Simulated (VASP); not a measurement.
A run of VASP 6.6.1:

POSCAR

```
VH
1.0
    2.7355800000      0.0000000000      0.0000000000
   -1.3677900000      2.3690820000      0.0000000000
    0.0000000000      0.0000000000      4.9359680000
V H
2 2
Direct
    0.0000000000      0.0000000000      0.0000000000
    0.0000000000      0.0000000000      0.5000000000
    0.6666666667      0.3333333333      0.7500000000
    0.3333333333      0.6666666667      0.2500000000
```

INCAR.step1

```
PREC = Accurate
ENCUT = 520
ISMEAR = 1
SIGMA = 0.05
LREAL = F
LASPH = T
NELM = 150
ISPIN = 2
MAGMOM = 1.5 1.5 0 0
LMAXMIX = 4
NBANDS = 26
GGA = PE
ALGO = Normal
EDIFF = 1E-4
LWAVE = T
LCHARG = F
```

Contents of INCAR.step2:

```
PREC = Accurate
ENCUT = 520
EDIFF = 1E-6
ISMEAR = 1
SIGMA = 0.05
LREAL = F
LASPH = T
NELM = 150
ALGO = Normal
ISIF = 2
LWAVE = F
LCHARG = T
ISPIN = 2
MAGMOM = 1.5 1.5 0 0
LORBIT = 11
LMAXMIX = 4
METAGGA = R2SCAN
LMIXTAU = T
LELF = T
LVHAR = T
NBANDS = 26
ISTART = 1
```

KPOINTS

```
Automatic mesh
0
Gamma
  9 9 5
```

Potentials or basis: VASP PAW PBE potentials, release 64 (V_sv, H).

Run with:

```console
$ cat potpaw_PBE.64/V_sv/POTCAR potpaw_PBE.64/H/POTCAR > POTCAR
$ cp INCAR.step1 INCAR
$ mpirun -np 1 vasp_std > vasp.out
$ cp INCAR.step2 INCAR
$ mpirun -np 1 vasp_std > vasp.out
```

Hardware: 1 thread of Intel Xeon 8259CL, on a shared host.

Task: Estimate the wall time of this run.

Result: Wall time 5.2 min on 1 thread of Intel Xeon 8259CL, with other jobs on the host, peak memory 0.19 GiB. Counts: k points 36.
